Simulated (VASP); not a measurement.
# Al2Cu in VASP: a series of runs, part 2 of 2

VASP 6.6.1. Earlier steps stand in the parts before.

**4. Single point, PBE**

INCAR reads:

```
ALGO = Normal ; EDIFF = 1E-6
ENCUT = 520 ; GGA = PE
ISIF = 2 ; ISMEAR = 0
LASPH = True ; LCHARG = False
LREAL = False ; LWAVE = False
NBANDS = 16 ; NELM = 100
PREC = Accurate ; SIGMA = 0.1
```

KPOINTS reads:

```
k-points
0
Gamma
  14 14 14
```

POSCAR reads:

```
Al2Cu
1.0
   -2.0446280244      2.0446280244      2.8912313280
    2.0446280244     -2.0446280244      2.8912313280
    2.0446280244      2.0446280244     -2.8912313280
Al Cu
2 1
Direct
    0.7500000000      0.2500000000      0.5000000000
    0.2500000000      0.7500000000      0.5000000000
    0.5000000000      0.5000000000      0.0000000000
```

Potentials or basis: VASP PAW PBE potentials, release 64 (Al, Cu).

The run is started by

```
$ cat potpaw_PBE.64/Al/POTCAR potpaw_PBE.64/Cu/POTCAR > POTCAR
$ mpirun -np 1 vasp_std > vasp.out
```

OUTCAR:

```text
EDIFF = 1E-6
   ENCUT = 520
   GGA = PE
   ISIF = 2
   ISMEAR = 0
   LASPH = True
   LREAL = False
   NELM = 100
   PREC = Accurate

 ion  position               nearest neighbor table
   1  0.750  0.250  0.500-   3 2.50   3 2.50   3 2.50   3 2.50   2 2.89   2 2.89   2 2.89   2 2.89
                             2 2.89   2 2.89
   2  0.250  0.750  0.500-   3 2.50   3 2.50   3 2.50   3 2.50   1 2.89   1 2.89   1 2.89   1 2.89
                             1 2.89   1 2.89
   3  0.500  0.500  0.000-   1 2.50   2 2.50   1 2.50   2 2.50   2 2.50   1 2.50   2 2.50   1 2.50

  LATTYP: Found a body centered tetragonal cell.
 ALAT       =     4.0892560488
 C/A-ratio  =     1.4140622614

  Lattice vectors:

 A1 = (  -2.0446280244,   2.0446280244,   2.8912313280)
 A2 = (   2.0446280244,  -2.0446280244,   2.8912313280)
 A3 = (   2.0446280244,   2.0446280244,  -2.8912313280)

Analysis of symmetry for initial positions (statically):
=====================================================================
 Subroutine PRICEL returns:
 Original cell was already a primitive cell.

 Routine SETGRP: Setting up the symmetry group for a
 body centered tetragonal supercell.

 Subroutine GETGRP returns: Found 16 space group operations
 (whereof 16 operations were pure point group operations)
 out of a pool of 16 trial point group operations.

The static configuration has the point symmetry D_4h.

Analysis of symmetry for dynamics (positions and initial velocities):
=====================================================================
 Subroutine PRICEL returns:
 Original cell was already a primitive cell.

 Routine SETGRP: Setting up the symmetry group for a
 body centered tetragonal supercell.

 Subroutine GETGRP returns: Found 16 space group operations
 (whereof 16 operations were pure point group operations)
 out of a pool of 16 trial point group operations.

[... 119 lines left out ...]
   IALGO  =     38    algorithm
   IMIX   =      4    mixing-type and parameters
     AMIX     =   0.40;   BMIX     =  1.00
     AMIX_MAG =   1.60;   BMIX_MAG =  1.00
  volume/ion in A,a.u.               =      16.12       108.75
  Fermi-wavevector in a.u.,A,eV,Ry     =   1.155493  2.183565 18.166010  1.335164
  Thomas-Fermi vector in A             =   2.292121
   LORBIT       =      0    0 simple, 1 ext, 2 COOP (PROOUT), +10 PAW based schemes
   GGA     = PE    functional components
   LHFCALC =     F    Hartree Fock is set to
   AEXX    =    0.0000 exact exchange contribution
   IVDW    =     0    specifies the selected vdW correction
   LEPSILON=     F    determine dielectric tensor
   LRPA    =     F    only Hartree local field effects (RPA)
 non-spin polarized calculation
 Gauss-broadening in eV      SIGMA  =   0.10
  energy-cutoff  :      520.00
  volume of cell :       48.35
 maximum number of plane-waves:      1323
   NGX = 15   NGY = 15   NGZ = 15

 number of electron      16.9999990 magnetization

 Free energy of the ion-electron system (eV)
  ---------------------------------------------------
  ext. energy  EPLUGINS =         0.00000000
  ---------------------------------------------------
  free energy    TOTEN  =       -11.74899676 eV

  energy without entropy =      -11.74374080  energy(sigma->0) =      -11.74636878

 E-fermi :   6.9066     XC(G=0): -10.4061

 val. band max:        6.8957326107   @ k =  -0.2857   0.1429   0.0000
 cond. band min:       6.9203684822   @ k =   0.1429   0.0000  -0.0000
 fundamental gap:      0.0246358715
 Fermi energy:         6.9065874384

 k-point     1 :       0.0000    0.0000    0.0000
  band No.  band energies     occupation
      1      -3.2208      2.00000
      2       2.4004      2.00000
      3       2.4005      2.00000
      4       2.4005      2.00000
      5       2.9490      2.00000
      6       2.9492      2.00000
[... 433 lines left out ...]
      3       2.4779      2.00000
      4       2.5939      2.00000
      5       2.8931      2.00000
      6       3.0104      2.00000
[... 8 lines left out ...]
     15      14.0073      0.00000
     16      17.4580      0.00000

 [... further k-points ...]

------------------------ aborting loop because EDIFF is reached ----------------------------------------

  FORCE on cell =-STRESS in cart. coord.  units (eV):
  Direction    XX          YY          ZZ          XY          YZ          ZX
  --------------------------------------------------------------------------------------
  -------------------------------------------------------------------------------------
  Total        0.0258457      0.0258457      0.0284822      0.0000000      0.0000000      0.0000000
  in kB        0.8565003      0.8565003      0.9438701      0.0000000      0.0000000      0.0000000
  external PRESSURE =       0.8856236 kB  Pullay stress =       0.0000000 kB

 VOLUME and BASIS-vectors are now :
 -----------------------------------------------------------------------------
  energy-cutoff  :      520.00
  volume of cell :       48.35
      direct lattice vectors                 reciprocal lattice vectors
    -2.044628024  2.044628024  2.891231328     0.000000000  0.244543259  0.172936698
     2.044628024 -2.044628024  2.891231328     0.244543259  0.000000000  0.172936698
     2.044628024  2.044628024 -2.891231328     0.244543259  0.244543259  0.000000000

 POSITION                                       TOTAL-FORCE (eV/Angst)
 -----------------------------------------------------------------------------------
     -0.00000      2.04463      1.44562         0.000000      0.000000     -0.000000
      2.04463     -0.00000      1.44562         0.000000     -0.000000     -0.000000
      0.00000      0.00000      2.89123        -0.000000      0.000000      0.000000
 -----------------------------------------------------------------------------------
    total drift:                                0.000000     -0.000000      0.000000

  FREE ENERGIE OF THE ION-ELECTRON SYSTEM (eV)
  ---------------------------------------------------
  free  energy   TOTEN  =       -11.7489967588 eV

  energy  without entropy=      -11.7437408044  energy(sigma->0) =      -11.74636878
```

OSZICAR:

```text
N       E                     dE             d eps       ncg     rms          rms(c)
DAV:   1     0.610919107165E+02    0.61092E+02   -0.68232E+03  7824   0.112E+03
DAV:   2    -0.115404710296E+02   -0.72632E+02   -0.64122E+02  8384   0.197E+02
DAV:   3    -0.140098604210E+02   -0.24694E+01   -0.24139E+01 10552   0.413E+01
DAV:   4    -0.140644218090E+02   -0.54561E-01   -0.54542E-01  9224   0.528E+00
DAV:   5    -0.140672042562E+02   -0.27824E-02   -0.27824E-02 12128   0.131E+00    0.151E+01
DAV:   6    -0.165162477473E+02   -0.24490E+01   -0.45450E+01  8856   0.216E+02    0.125E+01
DAV:   7    -0.119381535476E+02    0.45781E+01   -0.11319E+01  9824   0.763E+01    0.256E+00
DAV:   8    -0.117753278764E+02    0.16283E+00   -0.11216E+00 11128   0.290E+01    0.158E+00
DAV:   9    -0.117501125028E+02    0.25215E-01   -0.11701E-01 12080   0.703E+00    0.308E-01
DAV:  10    -0.117519475087E+02   -0.18350E-02   -0.25177E-03 12056   0.119E+00    0.394E-01
DAV:  11    -0.117490114870E+02    0.29360E-02   -0.92091E-03 10104   0.326E+00    0.554E-02
DAV:  12    -0.117490459695E+02   -0.34482E-04   -0.51750E-04  8760   0.177E-01    0.526E-02
DAV:  13    -0.117490004953E+02    0.45474E-04   -0.77813E-05 10456   0.269E-01    0.149E-02
DAV:  14    -0.117489966406E+02    0.38547E-05   -0.13661E-05 12168   0.887E-02    0.694E-04
DAV:  15    -0.117489967588E+02   -0.11821E-06   -0.67166E-07  4752   0.223E-02
   1 F= -.11748997E+02 E0= -.11746369E+02  d E =-.525595E-02
```

stdout:

```text
POSCAR found type information on POSCAR AlCu
 POSCAR found :  2 types and       3 ions
 scaLAPACK will be used
 LDA part: xc-table for (Slater+PW92), standard interpolation
 POSCAR, INCAR and KPOINTS ok, starting setup
 FFT: planning ... GRIDC
 FFT: planning ... GRID_SOFT
 FFT: planning ... GRID
 WAVECAR not read
 entering main loop
```

It took 3.1 min on 1 thread of Intel Xeon Platinum 8259CL at 2.50GHz (Skylake/Cascade Lake), shared host; peak memory 0.31 GiB.

Results:

```yaml
Free_energy: -11.7490 eV
Pressure: 0.1 GPa
```

**5. Relaxation of cell and atoms, PBE**

This run uses another cell than the first one, of 15.67 Å³/atom, 0.972 times its volume.

INCAR reads:

```
PREC = Accurate
ENCUT = 600
EDIFF = 1E-7
ISMEAR = 0
SIGMA = 0.1
LREAL = False
LASPH = True
NELM = 100
ALGO = Normal
ISIF = 3
LWAVE = False
LCHARG = False
GGA = PE
IBRION = 2
NSW = 100
EDIFFG = -0.005
```

KPOINTS reads:

```
regular mesh
0
Gamma
  14 14 14
```

POSCAR reads:

```
Al2Cu
1.0
   -2.0303375000      2.0303375000      2.8510940000
    2.0303375000     -2.0303375000      2.8510940000
    2.0303375000      2.0303375000     -2.8510940000
Al Cu
2 1
Direct
    0.7500000000      0.2500000000      0.5000000000
    0.2500000000      0.7500000000      0.5000000000
    0.5000000000      0.5000000000      0.0000000000
```

The run is started by

```
$ cat potpaw_PBE.64/Al/POTCAR potpaw_PBE.64/Cu/POTCAR > POTCAR
$ mpirun -np 1 vasp_std > vasp.out
```

It took 7.2 min on 1 thread of Intel Xeon Platinum 8259CL at 2.50GHz (Skylake/Cascade Lake), shared host; peak memory 0.33 GiB.

The run converged. Its results:

```
Free energy                            : -11.7493 eV
Relaxed volume                         : 16.14 Å³/atom
Relaxed cell                           : a = 4.091 Å, b = 4.091 Å, c = 4.091 Å, α = 120.00°, β = 120.00°, γ = 90.00°
Space group after relaxing (to 0.05 Å) : Fm-3m (No. 225)
Energy gained by relaxing              : 4.6 meV/atom
Ionic steps                            : 7
Pressure after relaxing                : 0.0 GPa
```

The path:
| step | energy change (eV) | largest force (eV/Å) | pressure (GPa) | volume (Å³) |
| --- | --- | --- | --- | --- |
| 1 | 0.0000 | 0.0000 | 3.07 | 47.01 |
| 2 | -0.0113 | 0.0000 | -1.27 | 49.09 |
| 3 | -0.0137 | 0.0000 | -0.01 | 48.46 |
| 4 | -0.0137 | 0.0000 | -0.07 | 48.49 |
| 5 | -0.0138 | 0.0000 | -0.06 | 48.48 |
| 6 | -0.0139 | 0.0000 | -0.05 | 48.48 |
| 7 | -0.0139 | 0.0000 | 0.04 | 48.43 |

Final structure:
```
Al Cu
1.0
    -2.04574    2.04574    2.89299
     2.04574   -2.04574    2.89299
     2.04574    2.04574   -2.89299
Al Cu
2 1
Direct
  0.75000 0.25000 0.50000
  0.25000 0.75000 0.50000
  0.50000 0.50000 0.00000
```

Levels at points of the mesh, in eV from the Fermi level:
```
           k point  band 7  band 8  band 9  band 10  band 11  band 12
(0.00, 0.00, 0.00)    2.84    2.84    2.84     2.92     2.92     2.92
(0.50, 0.00, 0.00)   -3.89    0.61    0.61     2.87     2.87     3.65
(0.50, 0.50, 0.00)   -3.69   -1.96   -1.96     0.24     1.55     8.94
(0.50, 0.50, 0.50)   -3.69   -1.96   -1.96     0.24     1.55     8.94
```

**6. Overview**

```csv
task,cell,k mesh,cutoff (eV),gap on the mesh (eV),pressure (GPa)
single point,"a = 4.089 Å, angles 120.0, 120.0, 90.0°, 3 atoms",14 × 14 × 14,520,none,0.1
single point,"a = 5.782, b = 5.783, c = 5.783 Å, 12 atoms",5 × 5 × 5,520,none,0.2
relaxation of cell and atoms,"relaxed from a = 4.046 Å, angles 119.8, 119.8, 90.4°, 3 atoms",14 × 14 × 14,600,none,0.0
```

Alike in all rows: level PBE; potentials or basis VASP PAW PBE potentials, release 64 (Al, Cu); no spin polarisation; smearing gaussian 0.1 eV.

Absolute energies hang on the potentials; compare differences alone.
